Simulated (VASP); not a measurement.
# GaGe3 (Pm-3m) in VASP: notebook

GaGe3 is run at these levels: PBE; tasks: single point.

All numbers are computed with VASP 6.6.1; they aren't measurements. Logs are shortened: lines on timing, memory, paths and dates and some standing lists are left out, and cuts for length are marked.

## Step 1: The cell of the first run

The structure is cubic, space group Pm-3m (No. 221). The conventional cell has a = 4.278 Å, b = 4.278 Å, c = 4.278 Å, α = 90.00°, β = 90.00°, γ = 90.00°. Within 4.0 Å of Ge (site symmetry 4/mmm) lie 8 Ge at 3.03 Å and 4 Ga at 3.03 Å. Ga (site symmetry m-3m) has 12 Ge at 3.03 Å within 4.0 Å.

## Step 2: Single point, PBE

Contents of INCAR:

```
SYSTEM = GaGe3
ALGO = Normal
EDIFF = 1E-7
ENCUT = 520
GGA = PE
ISIF = 2
ISMEAR = -1
LASPH = .TRUE.
LCHARG = .TRUE.
LELF = .TRUE.
LREAL = .FALSE.
LVHAR = .TRUE.
LWAVE = .FALSE.
NBANDS = 36
NELM = 60
PREC = Accurate
SIGMA = 0.05
```

Contents of KPOINTS:

```
k-points
0
G
  6 6 6
  0 0 0
```

Contents of POSCAR:

```
GaGe3
1.0
    4.2784660000      0.0000000000      0.0000000000
    0.0000000000      4.2784660000      0.0000000000
    0.0000000000      0.0000000000      4.2784660000
Ge Ga
3 1
Direct
    0.5000000000      0.5000000000      0.0000000000
    0.5000000000      0.0000000000      0.5000000000
    0.0000000000      0.5000000000      0.5000000000
    0.0000000000      0.0000000000      0.0000000000
```

Potentials or basis: VASP PAW PBE potentials, release 64 (Ge_d, Ga_d).

Launch:

```
> cat potpaw_PBE.64/Ge_d/POTCAR potpaw_PBE.64/Ga_d/POTCAR > POTCAR
> mpirun -np 1 vasp_std > vasp.out
```

OUTCAR:

```text
SYSTEM = GaGe3
   EDIFF = 1E-7
   ENCUT = 520
   GGA = PE
   ISIF = 2
   ISMEAR = -1
   LASPH = .TRUE.
   LREAL = .FALSE.
   NELM = 60
   PREC = Accurate

 ion  position               nearest neighbor table
   1  0.500  0.500  0.000-
   2  0.500  0.000  0.500-
   3  0.000  0.500  0.500-
   4  0.000  0.000  0.000-

  LATTYP: Found a simple cubic cell.
 ALAT       =     4.2784660000

  Lattice vectors:

 A1 = (   4.2784660000,   0.0000000000,   0.0000000000)
 A2 = (   0.0000000000,   4.2784660000,   0.0000000000)
 A3 = (   0.0000000000,   0.0000000000,   4.2784660000)

Analysis of symmetry for initial positions (statically):
=====================================================================
 Subroutine PRICEL returns:
 Original cell was already a primitive cell.

 Routine SETGRP: Setting up the symmetry group for a
 simple cubic supercell.

 Subroutine GETGRP returns: Found 48 space group operations
 (whereof 48 operations were pure point group operations)
 out of a pool of 48 trial point group operations.

The static configuration has the point symmetry O_h .

Analysis of symmetry for dynamics (positions and initial velocities):
=====================================================================
 Subroutine PRICEL returns:
 Original cell was already a primitive cell.

 Routine SETGRP: Setting up the symmetry group for a
 simple cubic supercell.

 Subroutine GETGRP returns: Found 48 space group operations
 (whereof 48 operations were pure point group operations)
 out of a pool of 48 trial point group operations.

The dynamic configuration has the point symmetry O_h .

 Subroutine INISYM returns: Found 48 space group operations
 (whereof 48 operations are pure point group operations),
 and found     1 'primitive' translations

----------------------------------------------------------------------------------------

                                     Primitive cell

  volume of cell :      78.3185

  direct lattice vectors                    reciprocal lattice vectors
     4.278466000  0.000000000  0.000000000     0.233728631  0.000000000  0.000000000
     0.000000000  4.278466000  0.000000000     0.000000000  0.233728631  0.000000000
     0.000000000  0.000000000  4.278466000     0.000000000  0.000000000  0.233728631

  length of vectors
     4.278466000  4.278466000  4.278466000     0.233728631  0.233728631  0.233728631

  position of ions in fractional coordinates (direct lattice)
     0.500000000  0.500000000  0.000000000
     0.500000000  0.000000000  0.500000000
     0.000000000  0.500000000  0.500000000
     0.000000000  0.000000000  0.000000000

  ion indices of the primitive-cell ions
   primitive index   ion index
                 1           1
                 2           2
                 3           3
                 4           4

----------------------------------------------------------------------------------------

 KPOINTS: k-points

Automatic generation of k-mesh.
 Grid dimensions read from file:
 generate k-points for:    6    6    6

 Generating k-lattice:

  Cartesian coordinates                     Fractional coordinates (reciprocal lattice)
     0.038954772  0.000000000  0.000000000     0.166666667  0.000000000  0.000000000
     0.000000000  0.038954772  0.000000000     0.000000000  0.166666667  0.000000000
     0.000000000  0.000000000  0.038954772     0.000000000  0.000000000  0.166666667

  Length of vectors
     0.038954772  0.038954772  0.038954772

  Shift w.r.t. Gamma in fractional coordinates (k-lattice)
     0.000000000  0.000000000  0.000000000

 Subroutine IBZKPT returns following result:
 ===========================================

 Found     20 irreducible k-points:

 Following reciprocal coordinates:
            Coordinates               Weight
  0.000000  0.000000  0.000000      1.000000
  0.166667  0.000000  0.000000      6.000000
  0.333333  0.000000  0.000000      6.000000
  0.500000  0.000000  0.000000      3.000000
  0.166667  0.166667  0.000000     12.000000
  0.333333  0.166667  0.000000     24.000000
[... 12 lines left out ...]
  0.500000  0.500000  0.333333      6.000000
  0.500000  0.500000  0.500000      1.000000
   k-points           NKPTS =     20   k-points in BZ     NKDIM =     20   number of bands    NBANDS=     36
   number of dos      NEDOS =    301   number of ions     NIONS =      4
   total plane-waves  NPLWV =  32768
   dimension x,y,z NGX =    32 NGY =   32 NGZ =   32
   dimension x,y,z NGXF=    64 NGYF=   64 NGZF=   64
   ions per type =               3   1
   NGX,Y,Z   is equivalent  to a cutoff of  12.43, 12.43, 12.43 a.u.
   NGXF,Y,Z  is equivalent  to a cutoff of  24.87, 24.87, 24.87 a.u.
 SYSTEM =  GaGe3
   PREC   = accura    normal or accurate (medium, high low for compatibility)
   ISTART =      0    job   : 0-new  1-cont  2-samecut
   ICHARG =      2    charge: 1-file 2-atom 10-const
   ISPIN  =      1    spin polarized calculation?
   LNONCOLLINEAR =      F non collinear calculations
   LSORBIT =      F    spin-orbit coupling
   LASPH  =      T    aspherical Exc in radial PAW
   ENCUT  =  520.0 eV  38.22 Ry    6.18 a.u.   7.96  7.96  7.96*2*pi/ulx,y,z
   NELM   =     60;   NELMIN=  2; NELMDL= -5     # of ELM steps
   EDIFF  = 0.1E-06   stopping-criterion for ELM
   LREAL  =      F    real-space projection
   EDIFFG = 0.1E-05   stopping-criterion for IOM
   NSW    =      0    number of steps for IOM
   IBRION =     -1    ionic relax: 0-MD 1-quasi-New 2-CG
   NFREE  =      0    steps in history (QN), initial steepest desc. (CG)
   ISIF   =      2    stress and relaxation
   ISYM   =      2    0-nonsym 1-usesym 2-fastsym
   POTIM  = 0.5000    time-step for ionic-motion
   TEBEG  =    0.0;   TEEND  =   0.0 temperature during run
   PSTRESS=    0.0 pullay stress
   NELECT =      55.0000    total number of electrons
   NUPDOWN=      -1.0000    fix difference up-down
   EMIN   =  10.00;   EMAX   =-10.00  energy-range for DOS
   EFERMI =   0.00;   METHOD = LEGACY
   ISMEAR =    -1;   SIGMA  =   0.05  broadening in eV -4-tet -1-fermi 0-gaus
   EFERMI_NEDOS =   21; number of points for ismear=-14 and -15
   IALGO  =     38    algorithm
   IMIX   =      4    mixing-type and parameters
     AMIX     =   0.40;   BMIX     =  1.00
     AMIX_MAG =   1.60;   BMIX_MAG =  1.00
  volume/ion in A,a.u.               =      19.58       132.13
  Fermi-wavevector in a.u.,A,eV,Ry     =   1.455150  2.749834 28.809797  2.117460
  Thomas-Fermi vector in A             =   2.572218
   LORBIT       =      0    0 simple, 1 ext, 2 COOP (PROOUT), +10 PAW based schemes
   GGA     = PE    functional components
   LHFCALC =     F    Hartree Fock is set to
   AEXX    =    0.0000 exact exchange contribution
   IVDW    =     0    specifies the selected vdW correction
   LEPSILON=     F    determine dielectric tensor
   LRPA    =     F    only Hartree local field effects (RPA)
 non-spin polarized calculation
  energy-cutoff  :      520.00
  volume of cell :       78.32
 maximum number of plane-waves:      2176
 NGX is ok and might be reduce to    32
   NGX = 15   NGY = 15   NGZ = 15

 number of electron      54.9999920 magnetization

 Free energy of the ion-electron system (eV)
  ---------------------------------------------------
  ext. energy  EPLUGINS =         0.00000000
  ---------------------------------------------------
  free energy    TOTEN  =       -15.41538473 eV

  energy without entropy =      -15.39258253  energy(sigma->0) =      -15.40398363

 E-fermi :   6.1419     XC(G=0): -11.0430

 val. band max:        6.1221290802   @ k =   0.3333   0.0000   0.0000
 cond. band min:       6.1848843043   @ k =   0.5000   0.5000   0.0000
 fundamental gap:      0.0627552241
 Fermi energy:         6.1419185234

 k-point     1 :       0.0000    0.0000    0.0000
  band No.  band energies     occupation
      1     -18.6577      2.00000
      2     -18.6577      2.00000
      3     -18.6577      2.00000
      4     -18.6475      2.00000
      5     -18.6140      2.00000
      6     -18.6140      2.00000
[... 28 lines left out ...]
     35      12.7839      0.00000
     36      13.1488      0.00000

 k-point     2 :       0.1667    0.0000    0.0000
  band No.  band energies     occupation
      1     -18.6566      2.00000
      2     -18.6498      2.00000
      3     -18.6498      2.00000
      4     -18.6424      2.00000
      5     -18.6134      2.00000
      6     -18.6095      2.00000
[... 28 lines left out ...]
     35      13.3543      0.00000
     36      14.2276      0.00000

 k-point     3 :       0.3333    0.0000    0.0000
  band No.  band energies     occupation
      1     -18.6541      2.00000
      2     -18.6298      2.00000
      3     -18.6282      2.00000
      4     -18.6282      2.00000
      5     -18.6118      2.00000
      6     -18.5981      2.00000
[... 28 lines left out ...]
     35      12.9895      0.00000
     36      12.9895      0.00000

 k-point     4 :       0.5000    0.0000    0.0000
  band No.  band energies     occupation
      1     -18.6528      2.00000
      2     -18.6211      2.00000
      3     -18.6098      2.00000
      4     -18.6044      2.00000
      5     -18.6044      2.00000
      6     -18.5929      2.00000
[... 28 lines left out ...]
     35      11.9221      0.00000
     36      11.9221      0.00000

 k-point     5 :       0.1667    0.1667    0.0000
  band No.  band energies     occupation
      1     -18.6508      2.00000
      2     -18.6466      2.00000
      3     -18.6456      2.00000
      4     -18.6362      2.00000
      5     -18.6110      2.00000
      6     -18.6063      2.00000
[... 499 lines left out ...]
 k-point    18 :       0.5000    0.3333    0.3333
  band No.  band energies     occupation
      1     -18.6291      2.00000
      2     -18.6219      2.00000
      3     -18.6216      2.00000
      4     -18.6190      2.00000
      5     -18.6179      2.00000
      6     -18.6166      2.00000
[... 28 lines left out ...]
     35      13.2719      0.00000
     36      13.6503      0.00000

 k-point    19 :       0.5000    0.5000    0.3333
  band No.  band energies     occupation
      1     -18.6249      2.00000
      2     -18.6249      2.00000
      3     -18.6236      2.00000
      4     -18.6210      2.00000
      5     -18.6191      2.00000
      6     -18.6191      2.00000
[... 28 lines left out ...]
     35      14.1693      0.00000
     36      14.1693      0.00000

 k-point    20 :       0.5000    0.5000    0.5000
  band No.  band energies     occupation
      1     -18.6267      2.00000
      2     -18.6267      2.00000
      3     -18.6267      2.00000
      4     -18.6243      2.00000
      5     -18.6220      2.00000
      6     -18.6220      2.00000
[... 28 lines left out ...]
     35      14.6520      0.00000
     36      14.6520      0.00000

------------------------ aborting loop because EDIFF is reached ----------------------------------------

  FORCE on cell =-STRESS in cart. coord.  units (eV):
  Direction    XX          YY          ZZ          XY          YZ          ZX
  --------------------------------------------------------------------------------------
  -------------------------------------------------------------------------------------
  Total       -0.0096457     -0.0096457     -0.0096457     -0.0000000      0.0000000      0.0000000
  in kB       -0.1973247     -0.1973247     -0.1973247     -0.0000000      0.0000000      0.0000000
  external PRESSURE =      -0.1973247 kB  Pullay stress =       0.0000000 kB

 VOLUME and BASIS-vectors are now :
 -----------------------------------------------------------------------------
  energy-cutoff  :      520.00
  volume of cell :       78.32
      direct lattice vectors                 reciprocal lattice vectors
     4.278466000  0.000000000  0.000000000     0.233728631  0.000000000  0.000000000
     0.000000000  4.278466000  0.000000000     0.000000000  0.233728631  0.000000000
     0.000000000  0.000000000  4.278466000     0.000000000  0.000000000  0.233728631

 POSITION                                       TOTAL-FORCE (eV/Angst)
 -----------------------------------------------------------------------------------
      2.13923      2.13923      0.00000         0.000000      0.000000      0.000000
      2.13923      0.00000      2.13923         0.000000      0.000000      0.000000
      0.00000      2.13923      2.13923         0.000000      0.000000      0.000000
      0.00000      0.00000      0.00000         0.000000      0.000000      0.000000
 -----------------------------------------------------------------------------------
    total drift:                                0.000000     -0.000000     -0.000000

  FREE ENERGIE OF THE ION-ELECTRON SYSTEM (eV)
  ---------------------------------------------------
  free  energy   TOTEN  =       -15.4153847286 eV

  energy  without entropy=      -15.3925825323  energy(sigma->0) =      -15.40398363
```

Run time: 40 s. Hardware: 1 thread of Intel Xeon 6975P-C, shared host; peak memory 0.2 GiB.

Results:

```yaml
Free_energy: -15.4154 eV
Pressure: 0.0 GPa
```

## Step 3: Single point, PBE

This run uses another cell than the first one, of 19.97 Å³/atom, 1.020 times its volume.

Contents of INCAR:

```
SYSTEM = GaGe3
  ALGO = Normal
  EDIFF = 1E-7
  ENCUT = 520
  GGA = PE
  ISIF = 2
  ISMEAR = -1
  LASPH = .TRUE.
  LCHARG = .TRUE.
  LELF = .TRUE.
  LREAL = .FALSE.
  LVHAR = .TRUE.
  LWAVE = .FALSE.
  NBANDS = 36
  NELM = 60
  PREC = Accurate
  SIGMA = 0.05
```

KPOINTS is that of step 2.

Contents of POSCAR:

```
GaGe3
1.0
    4.3068010377      0.0000000000      0.0000000000
    0.0000000000      4.3068010377      0.0000000000
    0.0000000000      0.0000000000      4.3068010377
Ge Ga
3 1
Direct
    0.5000000000      0.5000000000      0.0000000000
    0.5000000000      0.0000000000      0.5000000000
    0.0000000000      0.5000000000      0.5000000000
    0.0000000000      0.0000000000      0.0000000000
```

Potentials or basis: VASP PAW PBE potentials, release 64 (Ge_d, Ga_d).

Launch:

```
> cat potpaw_PBE.64/Ge_d/POTCAR potpaw_PBE.64/Ga_d/POTCAR > POTCAR
> mpirun -np 1 vasp_std > vasp.out
```

It took 41 s on 1 thread of Intel Xeon 6975P-C, shared host; peak memory 0.2 GiB.

Results (log left out):

```yaml
Free_energy: -15.4103 eV
Pressure: -1.1 GPa
```

Levels at points of the mesh, in eV from the Fermi level:
```tsv
k point	band 24	band 25	band 26	band 27	band 28	band 29	band 30	band 31	band 32	band 33
(0.00, 0.00, 0.00)	-3.70	-3.70	-3.70	-3.34	2.56	2.56	2.56	3.49	3.49	3.49
(0.50, 0.00, 0.00)	-3.39	-1.87	-1.87	-1.27	-1.27	0.00	0.25	4.24	4.42	4.58
(0.50, 0.50, 0.00)	-7.03	-0.76	-0.20	-0.20	0.07	0.25	0.25	0.62	1.61	6.04
(0.50, 0.50, 0.50)	-5.25	-5.18	-4.78	-4.78	-4.78	6.46	6.46	6.52	6.52	6.52
```
